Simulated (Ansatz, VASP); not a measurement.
## La: VASP beside Ansatz

Contents of INCAR:

```
SYSTEM = La
PREC = Accurate ; ENCUT = 520
EDIFF = 1E-6 ; ISMEAR = -1
SIGMA = 0.05 ; LREAL = .FALSE.
LASPH = .TRUE. ; NELM = 80
ALGO = Normal ; ISIF = 2
LWAVE = .FALSE. ; LCHARG = .TRUE.
GGA = PE ; LELF = .TRUE.
LVHAR = .TRUE. ; NBANDS = 12
```

The input KPOINTS:

```
regular mesh
0
G
  11 11 11
  0 0 0
```

The input POSCAR:

```
La
1.0
   -0.0198600000      2.6480000000      2.6480000000
    2.6480000000     -0.0198600000      2.6480000000
    2.6281400000      2.6281400000      0.0000000000
La
1
Direct
    0.0000000000      0.0000000000      0.0000000000
```

Input for Ansatz:

```yaml
crystal:
  lattice:
    - [-0.01986, 2.648, 2.648]
    - [2.648, -0.01986, 2.648]
    - [2.62814, 2.62814, 0.0]
  atoms:
    - { symbol: La, position: [0.0, 0.0, 0.0] }
kpoints:
  mp_grid: { grid: [11, 11, 11] }
scf:
  occupations: { method: fermi_dirac, width: 0.05 }
hamiltonian:
  xc: pbe
  pseudopotentials: { kind: all_electron, lapw: { basis_error: 0.00025 } }
output:
  forces: true
  stress: true
  eigenvalues: true
```

Change from the starting cell: xy shear strain of -1.5 %.

Alike in both runs: task single point; functional PBE; k mesh 11 × 11 × 11; occupations fermi-dirac, width 0.05 eV; no spin polarisation.

```csv
,VASP,Ansatz
version,VASP 6.6.1,Ansatz 0.2.0
potentials or method,"VASP PAW PBE potentials, release 64 (La), cutoff 520 eV","all-electron LAPW, scalar-relativistic"
```

VASP gave:

* pressure (GPa): -0.2
* traceless stress, the component that is largest in VASP (GPa): 0.34

Q: What did Ansatz give for the same quantities?

A: Pressure (GPa): -0.1; traceless stress, the component that is largest in VASP (GPa): 0.33.

Ansatz ran all-electron here, and VASP with PAW potentials.

Spin-orbit coupling is off throughout.
